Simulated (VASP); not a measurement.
# Ti (P6_3/mmc) in VASP: notebook, part 2 of 2

VASP 6.6.1.

## Step 3: Single point, r2SCAN

This run uses another cell than the first one: it holds 2 atoms, not 4.

The input, POSCAR:

```
Ti
1.0
    2.9348780246      0.0000000000      0.0000000000
   -1.4674390123      2.5416789263      0.0000000000
    0.0000000000      0.0000000000      4.6398559387
Ti
2
Direct
    0.3333333333      0.6666666667      0.2500000000
    0.6666666667      0.3333333333      0.7500000000
```

The input, INCAR.step1:

```
SYSTEM = Ti
PREC = Accurate
ENCUT = 520
ISMEAR = 0
SIGMA = 0.1
LREAL = .FALSE.
LASPH = .TRUE.
NELM = 100
NBANDS = 19
GGA = PE
ALGO = Normal
EDIFF = 1E-4
LWAVE = .TRUE.
LCHARG = .FALSE.
```

The input, INCAR.step2:

```
SYSTEM = Ti
PREC = Accurate
ENCUT = 520
EDIFF = 1E-6
ISMEAR = 0
SIGMA = 0.1
LREAL = .FALSE.
LASPH = .TRUE.
NELM = 100
ALGO = Normal
ISIF = 2
LWAVE = .FALSE.
LCHARG = .FALSE.
METAGGA = R2SCAN
LMIXTAU = .TRUE.
NBANDS = 19
ISTART = 1
```

The input, KPOINTS:

```
regular mesh
0
G
  21 21 12
  0 0 0
```

Potentials or basis: VASP PAW PBE potentials, release 64 (Ti_sv).

Run with:

```bash
cat potpaw_PBE.64/Ti_sv/POTCAR > POTCAR
cp INCAR.step1 INCAR
mpirun -np 1 vasp_std > vasp.out
cp INCAR.step2 INCAR
mpirun -np 1 vasp_std > vasp.out
```

OUTCAR:

```text
SYSTEM = Ti
   PREC = Accurate
   ENCUT = 520
   EDIFF = 1E-6
   ISMEAR = 0
   LREAL = .FALSE.
   LASPH = .TRUE.
   NELM = 100
   ISIF = 2
   METAGGA = R2SCAN
   ISTART = 1

 ion  position               nearest neighbor table
   1  0.333  0.667  0.250-   2 2.87   2 2.87   2 2.87   2 2.87   2 2.87   2 2.87
   2  0.667  0.333  0.750-   1 2.87   1 2.87   1 2.87   1 2.87   1 2.87   1 2.87

  LATTYP: Found a hexagonal cell.
 ALAT       =     2.9348780246
 C/A-ratio  =     1.5809365499

  Lattice vectors:

 A1 = (   2.9348780246,   0.0000000000,   0.0000000000)
 A2 = (  -1.4674390123,   2.5416789263,   0.0000000000)
 A3 = (   0.0000000000,   0.0000000000,   4.6398559387)

Analysis of symmetry for initial positions (statically):
=====================================================================
 Subroutine PRICEL returns:
 Original cell was already a primitive cell.

 Routine SETGRP: Setting up the symmetry group for a
 hexagonal supercell.

 Subroutine GETGRP returns: Found 24 space group operations
 (whereof 12 operations were pure point group operations)
 out of a pool of 24 trial point group operations.

The static configuration has the point symmetry D_3d.
 The point group associated with its full space group is D_6h.

Analysis of symmetry for dynamics (positions and initial velocities):
=====================================================================
 Subroutine PRICEL returns:
 Original cell was already a primitive cell.

 Routine SETGRP: Setting up the symmetry group for a
 hexagonal supercell.

 Subroutine GETGRP returns: Found 24 space group operations
 (whereof 12 operations were pure point group operations)
 out of a pool of 24 trial point group operations.

The dynamic configuration has the point symmetry D_3d.
 The point group associated with its full space group is D_6h.

 Subroutine INISYM returns: Found 24 space group operations
 (whereof 12 operations are pure point group operations),
 and found     1 'primitive' translations

[... 111 lines left out ...]
   IALGO  =     38    algorithm
   IMIX   =      4    mixing-type and parameters
     AMIX     =   0.40;   BMIX     =  1.00
     AMIX_MAG =   1.60;   BMIX_MAG =  1.00
  volume/ion in A,a.u.               =      17.31       116.78
  Fermi-wavevector in a.u.,A,eV,Ry     =   1.449017  2.738245 28.567478  2.099650
  Thomas-Fermi vector in A             =   2.566792
   LORBIT       =      0    0 simple, 1 ext, 2 COOP (PROOUT), +10 PAW based schemes
   METAGGA = R2SCAN    functional components
   LHFCALC =     F    Hartree Fock is set to
   AEXX    =    0.0000 exact exchange contribution
   IVDW    =     0    specifies the selected vdW correction
   LEPSILON=     F    determine dielectric tensor
   LRPA    =     F    only Hartree local field effects (RPA)
 non-spin polarized calculation
 Gauss-broadening in eV      SIGMA  =   0.10
  energy-cutoff  :      520.00
  volume of cell :       34.61
 maximum number of plane-waves:       965
 NGX is ok and might be reduce to    24

 number of electron      24.0000001 magnetization

 Free energy of the ion-electron system (eV)
  ---------------------------------------------------
  ext. energy  EPLUGINS =         0.00000000
  ---------------------------------------------------
  free energy    TOTEN  =       -25.90575469 eV

  energy without entropy =      -25.89779830  energy(sigma->0) =      -25.90177650

 E-fermi :   8.4437     XC(G=0): -12.4149

 val. band max:        8.4317689857   @ k =   0.2857   0.1905   0.5000
 cond. band min:       8.4455762810   @ k =   0.0952   0.0952   0.0000
 fundamental gap:      0.0138072953
 Fermi energy:         8.4436620400

 k-point     1 :       0.0000    0.0000    0.0000
  band No.  band energies     occupation
      1     -50.7964      2.00000
      2     -50.6498      2.00000
      3     -26.3639      2.00000
      4     -25.6873      2.00000
      5     -25.6873      2.00000
      6     -25.6160      2.00000
[... 505 lines left out ...]
      6     -25.7469      2.00000
[... 11 lines left out ...]
     18      11.0133      0.00000
     19      12.0943      0.00000

 [... further k-points ...]

------------------------ aborting loop because EDIFF is reached ----------------------------------------

  FORCE on cell =-STRESS in cart. coord.  units (eV):
  Direction    XX          YY          ZZ          XY          YZ          ZX
  --------------------------------------------------------------------------------------
  -------------------------------------------------------------------------------------
  Total        0.0833452      0.0833452      0.0745214     -0.0000000      0.0000000      0.0000000
  in kB        3.8581232      3.8581232      3.4496619     -0.0000000      0.0000000      0.0000000
  external PRESSURE =       3.7219694 kB  Pullay stress =       0.0000000 kB

 VOLUME and BASIS-vectors are now :
 -----------------------------------------------------------------------------
  energy-cutoff  :      520.00
  volume of cell :       34.61
      direct lattice vectors                 reciprocal lattice vectors
     2.934878025  0.000000000  0.000000000     0.340729663  0.196720363  0.000000000
    -1.467439012  2.541678926  0.000000000     0.000000000  0.393440725  0.000000000
     0.000000000  0.000000000  4.639855939     0.000000000  0.000000000  0.215523933

 POSITION                                       TOTAL-FORCE (eV/Angst)
 -----------------------------------------------------------------------------------
     -0.00000      1.69445      1.15996        -0.000000      0.000000      0.000000
      1.46744      0.84723      3.47989         0.000000      0.000000      0.000000
 -----------------------------------------------------------------------------------
    total drift:                               -0.000000      0.000000     -0.000000

  FREE ENERGIE OF THE ION-ELECTRON SYSTEM (eV)
  ---------------------------------------------------
  free  energy   TOTEN  =       -25.9057546950 eV

  energy  without entropy=      -25.8977982964  energy(sigma->0) =      -25.90177650
```

OSZICAR.step1:

```text
N       E                     dE             d eps       ncg     rms          rms(c)
DAV:   1     0.263870830614E+03    0.26387E+03   -0.13054E+04 12779   0.158E+03
DAV:   2     0.125882846038E+02   -0.25128E+03   -0.24718E+03 13119   0.442E+02
DAV:   3    -0.164503382044E+02   -0.29039E+02   -0.28701E+02 23803   0.123E+02
DAV:   4    -0.176896652852E+02   -0.12393E+01   -0.12372E+01 14739   0.264E+01
DAV:   5    -0.177477260571E+02   -0.58061E-01   -0.58055E-01 18918   0.411E+00    0.119E+01
DAV:   6    -0.156735010602E+02    0.20742E+01   -0.75363E+00 14812   0.276E+01    0.299E+00
DAV:   7    -0.156577163570E+02    0.15785E-01   -0.69798E-01 19248   0.613E+00    0.207E+00
DAV:   8    -0.156845871947E+02   -0.26871E-01   -0.20175E-01 14024   0.515E+00    0.711E-01
DAV:   9    -0.156765166250E+02    0.80706E-02   -0.44858E-02 14412   0.216E+00    0.701E-02
DAV:  10    -0.156769194935E+02   -0.40287E-03   -0.32484E-03 18299   0.336E-01    0.788E-02
DAV:  11    -0.156769549068E+02   -0.35413E-04   -0.10088E-04  9582   0.751E-02
   1 F= -.15676955E+02 E0= -.15672002E+02  d E =-.990485E-02
```

It took 11 min on 1 thread of Intel Xeon Platinum 8259CL at 2.50GHz (Skylake/Cascade Lake), shared host; peak memory 0.3 GiB.

What came out:

```
Free energy            : -25.9058 eV
Pressure               : 0.4 GPa
Band gap on the k mesh : zero (bands 12 and 13 overlap by 1.29 eV)
```

Caveat: the PAW data sets were made with another functional, which shifts forces and pressure a little.

## Step 4: Single point, r2SCAN

This run uses another cell than the first one, of 18.35 Å³/atom.

The input, POSCAR:

```
Ti
1.0
    3.1452150183      0.0000000000      0.0000000000
   -1.5726075091      2.7238361062      0.0000000000
    0.0000000000      0.0000000000      8.5662360253
Ti
4
Direct
    0.0000000000      0.0000000000      0.2500000000
    0.0000000000      0.0000000000      0.7500000000
    0.3333333333      0.6666666667      0.7500000000
    0.6666666667      0.3333333333      0.2500000000
```

The input, INCAR.step1:

```
ALGO = Normal
EDIFF = 1E-4
ENCUT = 520
GGA = PE
ISMEAR = 0
LASPH = T
LCHARG = F
LREAL = F
LWAVE = T
NBANDS = 32
NELM = 80
PREC = Accurate
SIGMA = 0.1
```

The input, INCAR.step2:

```
ALGO = Normal
EDIFF = 1E-6
ENCUT = 520
ISIF = 2
ISMEAR = 0
ISTART = 1
LASPH = T
LCHARG = F
LMIXTAU = T
LREAL = F
LWAVE = F
METAGGA = R2SCAN
NBANDS = 32
NELM = 80
PREC = Accurate
SIGMA = 0.1
```

The input, KPOINTS:

```
k-points
0
Gamma
  6 6 2
```

Run with:

```bash
cat potpaw_PBE.64/Ti_sv/POTCAR > POTCAR
cp INCAR.step1 INCAR
mpirun -np 1 vasp_std > vasp.out
cp INCAR.step2 INCAR
mpirun -np 1 vasp_std > vasp.out
```

Run time: 1.7 min. Hardware: 1 thread of Intel Xeon Platinum 8488C (Sapphire Rapids), shared host; peak memory 0.19 GiB.

Results (log left out):

```
Free energy            : -30.6251 eV
Pressure               : 66.2 GPa
Band gap on the k mesh : zero (bands 24 and 25 overlap by 1.98 eV)
```

Stress tensor (GPa, compression positive):
```
105.36   0.00   0.00
  0.00 105.36   0.00
  0.00   0.00 -12.03
```

Levels at points of the mesh, in eV from the Fermi level:
| k point | band 21 | band 22 | band 23 | band 24 | band 25 | band 26 | band 27 | band 28 |
| --- | --- | --- | --- | --- | --- | --- | --- | --- |
| (0.00, 0.00, 0.00) | -0.65 | -0.55 | -0.55 | -0.51 | -0.51 | 2.31 | 2.31 | 2.32 |
| (0.50, 0.00, 0.00) | -1.77 | -1.64 | -1.48 | -1.48 | 0.26 | 0.99 | 2.70 | 2.99 |
| (0.00, 0.00, 0.50) | -0.53 | -0.53 | -0.53 | -0.53 | 1.84 | 1.84 | 2.32 | 2.32 |
| (0.50, 0.00, 0.50) | -1.83 | -1.83 | -1.48 | -1.48 | 0.80 | 0.80 | 2.46 | 2.46 |

Caveat: the k points lie up to 0.38 Å⁻¹ apart, too coarse for converged energies and pressures of a metal; atoms lie so close that the PAW spheres overlap strongly, which falsifies energies and pressures; the PAW data sets were made with another functional, which shifts forces and pressure a little.

## Step 5: Single point, r2SCAN

This run uses another cell than the first one, of 19.21 Å³/atom.

The input, POSCAR:

```
Ti
1.0
    4.6069401807      0.0000000000      0.0000000000
   -2.3034700903      3.9897272302      0.0000000000
    0.0000000000      0.0000000000      4.1806687088
Ti
4
Direct
    0.0000000000      0.0000000000      0.2500000000
    0.0000000000      0.0000000000      0.7500000000
    0.3333333333      0.6666666667      0.7500000000
    0.6666666667      0.3333333333      0.2500000000
```

The input, INCAR.step1:

```
SYSTEM = Ti
PREC = Accurate
ENCUT = 520
ISMEAR = 0
SIGMA = 0.1
LREAL = .False.
LASPH = .True.
NELM = 60
NBANDS = 32
GGA = PE
ALGO = Normal
EDIFF = 1E-4
LWAVE = .True.
LCHARG = .False.
```

The input, INCAR.step2:

```
SYSTEM = Ti
PREC = Accurate
ENCUT = 520
EDIFF = 1E-6
ISMEAR = 0
SIGMA = 0.1
LREAL = .False.
LASPH = .True.
NELM = 60
ALGO = Normal
ISIF = 2
LWAVE = .False.
LCHARG = .False.
METAGGA = R2SCAN
LMIXTAU = .True.
NBANDS = 32
ISTART = 1
```

The input, KPOINTS:

```
Automatic mesh
0
Gamma
  6 6 2
  0 0 0
```

Run with:

```bash
cat potpaw_PBE.64/Ti_sv/POTCAR > POTCAR
cp INCAR.step1 INCAR
mpirun -np 1 vasp_std > vasp.out
cp INCAR.step2 INCAR
mpirun -np 1 vasp_std > vasp.out
```

It took 2 min on 1 thread of Intel Xeon Platinum 8488C (Sapphire Rapids), shared host; peak memory 0.2 GiB.

The run converged. Its results:

```yaml
Free_energy: -47.7756 eV
Pressure: 0.9 GPa
Band_gap_on_the_k_mesh: zero (bands 24 and 25 overlap by 0.72 eV)
```

Stress tensor (GPa, compression positive):
```
0.31 0.00 0.00
0.00 0.31 0.00
0.00 0.00 1.95
```

Levels at points of the mesh, in eV from the Fermi level:
```
           k point  band 20  band 21  band 22  band 23  band 24  band 25  band 26  band 27  band 28  band 29
(0.00, 0.00, 0.00)    -1.73    -1.22    -0.66    -0.66    -0.26    -0.26     0.40     0.40     1.10     1.10
(0.50, 0.00, 0.00)    -2.35    -1.99    -1.68    -0.59    -0.04     0.28     0.30     0.39     1.26     1.46
(0.00, 0.00, 0.50)    -1.25    -1.25    -1.25     0.47     0.47     0.47     0.47     1.51     1.51     1.96
(0.50, 0.00, 0.50)    -1.64    -1.02    -1.02    -0.49    -0.49    -0.09    -0.09     1.23     1.23     2.23
```

Caveat: the k points lie up to 0.75 Å⁻¹ apart, too coarse for converged energies and pressures of a metal; atoms lie so close that the PAW spheres overlap strongly, which falsifies energies and pressures; the PAW data sets were made with another functional, which shifts forces and pressure a little.

## Step 6: Single point, r2SCAN

This run uses another cell than the first one, of 19.43 Å³/atom.

The input, POSCAR:

```
Ti
1.0
    4.5709701752      0.0000000000      0.0000000000
   -2.2854850876      3.9585762917      0.0000000000
    0.0000000000      0.0000000000      4.2961048406
Ti
4
Direct
    0.0000000000      0.0000000000      0.2500000000
    0.0000000000      0.0000000000      0.7500000000
    0.3333333333      0.6666666667      0.7500000000
    0.6666666667      0.3333333333      0.2500000000
```

The input, INCAR.step1:

```
PREC = Accurate
ENCUT = 520
ISMEAR = 0
SIGMA = 0.1
LREAL = F
LASPH = T
NELM = 100
NBANDS = 32
GGA = PE
ALGO = Normal
EDIFF = 1E-4
LWAVE = T
LCHARG = F
```

The input, INCAR.step2:

```
PREC = Accurate
ENCUT = 520
EDIFF = 1E-6
ISMEAR = 0
SIGMA = 0.1
LREAL = F
LASPH = T
NELM = 100
ALGO = Normal
ISIF = 2
LWAVE = F
LCHARG = F
METAGGA = R2SCAN
LMIXTAU = T
NBANDS = 32
ISTART = 1
```

The input, KPOINTS:

```
regular mesh
0
Gamma
  6 6 4
```

Potentials or basis: VASP PAW PBE potentials, release 64 (Ti_sv).

Run with:

```bash
cat potpaw_PBE.64/Ti_sv/POTCAR > POTCAR
cp INCAR.step1 INCAR
mpirun -np 1 vasp_std > vasp.out
cp INCAR.step2 INCAR
mpirun -np 1 vasp_std > vasp.out
```

It took 2.5 min on 1 thread of Intel Xeon Platinum 8488C (Sapphire Rapids), shared host; peak memory 0.21 GiB.

It converged, with:

* Free energy: -47.5195 eV
* Pressure: 0.7 GPa
* Band gap on the k mesh: zero (bands 24 and 25 overlap by 0.85 eV)

Stress tensor (GPa, compression positive):
```
0.55 0.00 0.00
0.00 0.55 0.00
0.00 0.00 1.14
```

Levels at points of the mesh, in eV from the Fermi level:
```tsv
k point	band 20	band 21	band 22	band 23	band 24	band 25	band 26	band 27	band 28	band 29
(0.00, 0.00, 0.00)	-1.33	-1.18	-0.46	-0.46	-0.14	-0.14	0.42	0.42	1.17	1.17
(0.50, 0.00, 0.00)	-1.96	-1.86	-1.21	-0.43	-0.08	0.35	0.42	0.43	1.25	1.67
(0.00, 0.00, 0.50)	-1.09	-1.09	-1.09	0.66	0.66	0.66	0.66	1.45	1.45	2.09
(0.50, 0.00, 0.50)	-1.56	-0.86	-0.86	-0.38	-0.38	0.01	0.01	1.24	1.24	2.35
```

Caveat: the k points lie up to 0.37 Å⁻¹ apart, too coarse for converged energies and pressures of a metal; the PAW data sets were made with another functional, which shifts forces and pressure a little.

## Step 7: Summary

```csv
cell,k mesh,gap on the mesh (eV),pressure (GPa)
"a = 4.594, b = 4.594, c = 4.215 Å, angles 90.0, 90.0, 120.0°, 4 atoms, atomic positions A",12 × 12 × 12,none,0.7
"a = 2.935, b = 2.935, c = 4.640 Å, angles 90.0, 90.0, 120.0°, 2 atoms, atomic positions B",21 × 21 × 12,none,0.4
"a = 3.145, b = 3.145, c = 8.566 Å, angles 90.0, 90.0, 120.0°, 4 atoms, atomic positions A",6 × 6 × 2,none,66.2
"a = 4.607, b = 4.607, c = 4.181 Å, angles 90.0, 90.0, 120.0°, 4 atoms, atomic positions A",6 × 6 × 2,none,0.9
"a = 4.571, b = 4.571, c = 4.296 Å, angles 90.0, 90.0, 120.0°, 4 atoms, atomic positions A",6 × 6 × 4,none,0.7
```

Alike in all rows: task single point; level r2SCAN; potentials or basis VASP PAW PBE potentials, release 64 (Ti_sv); no spin polarisation; cutoff (eV) 520; smearing gaussian 0.1 eV.

Caveats: some runs use coarse meshes; the PAW data sets were made with another functional, which shifts forces and pressure a little; atoms lie so close that the PAW spheres overlap strongly, which falsifies energies and pressures (at least some runs).

Total energies depend on the potentials used, so only differences within one code and one set of settings carry meaning.
